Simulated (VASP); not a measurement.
Runs of VASP 6.6.1 on H. The structure is that of space group Fm-3m (No. 225), or close to it. The cells are those of the table. 

```csv
task,cell,k mesh,gap on the mesh (eV),pressure (GPa)
single point,"a = 1.615 Å, angles 60.0°, 1 atom",8 × 8 × 8,none,-0.7
single point,"a = 2.433 Å, angles 60.0°, 1 atom",8 × 8 × 8,none,-15.8
relaxation of cell and atoms,"relaxed from a = 2.433 Å, angles 60.0°, 1 atom",8 × 8 × 8,none,-0.4
single point,"a = 1.612 Å, angles 60.0°, 1 atom",12 × 12 × 12,none,(a)
relaxation of cell and atoms,"relaxed from a = 1.615 Å, angles 60.0°, 1 atom",12 × 12 × 12,none,-1.5
```

Alike in all rows: level PBE; potentials or basis VASP PAW PBE potentials, release 64 (H); no spin polarisation; cutoff (eV) 500; smearing gaussian 0.1 eV.

Problem. Fill in the values left out.

Solution. (a) -0.8.

Caveats: all runs use coarse meshes; the relaxation stopped at its first step, so nothing moved (some runs).

A gap of «none» marks levels without a gap at the run's occupations.
